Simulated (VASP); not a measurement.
A run of VASP 6.6.1 is set up as follows.

Contents of POSCAR:

```
Sn
1.0
   -1.8946518192      1.8946518192      1.8946518192
    1.8946518192     -1.8946518192      1.8946518192
    1.8946518192      1.8946518192     -1.8946518192
Sn
1
Direct
    0.0000000000      0.0000000000      0.0000000000
```

INCAR.step1

```
SYSTEM = Sn
  ALGO = Normal
  EDIFF = 1E-5
  ENCUT = 520
  GGA = PE
  GGA_COMPAT = .False.
  ISIF = 2
  ISMEAR = -1
  LASPH = .True.
  LCHARG = .False.
  LORBIT = 11
  LORBMOM = .True.
  LREAL = .False.
  LSORBIT = .True.
  LWAVE = .True.
  MAGMOM = 0 0 0
  NBANDS = 25
  NELM = 150
  PREC = Accurate
  SIGMA = 0.05
```

Contents of INCAR.step2:

```
SYSTEM = Sn
  AEXX = 0.25
  ALGO = Normal
  EDIFF = 1E-6
  ENCUT = 520
  GGA = PE
  GGA_COMPAT = .False.
  ISIF = 2
  ISMEAR = -1
  ISTART = 1
  LASPH = .True.
  LCHARG = .False.
  LHFCALC = .True.
  LORBIT = 11
  LORBMOM = .True.
  LREAL = .False.
  LSORBIT = .True.
  LWAVE = .False.
  MAGMOM = 0 0 0
  NBANDS = 25
  NELM = 150
  PREC = Accurate
  PRECFOCK = Normal
  SIGMA = 0.05
```

The input KPOINTS:

```
k-points
0
Gamma
  4 4 4
  0 0 0
```

Potentials or basis: VASP PAW PBE potentials, release 64 (Sn_d).

Run with:

```console
$ cat potpaw_PBE.64/Sn_d/POTCAR > POTCAR
$ cp INCAR.step1 INCAR
$ mpirun -np 1 vasp_ncl > vasp.out
$ cp INCAR.step2 INCAR
$ mpirun -np 1 vasp_ncl > vasp.out
```

What does it give for the pressure?

-1.2 GPa.

Predict the net moment.

0.14 μB per cell.

Moments on the atoms (μB; x, y, z):
```
Sn  0.00 0.00 0.00
```

Caveat: the k points lie up to 0.59 Å⁻¹ apart; a moment this small can come from the mesh or the smearing; the PAW data sets were made with another functional, which shifts forces and pressure a little.
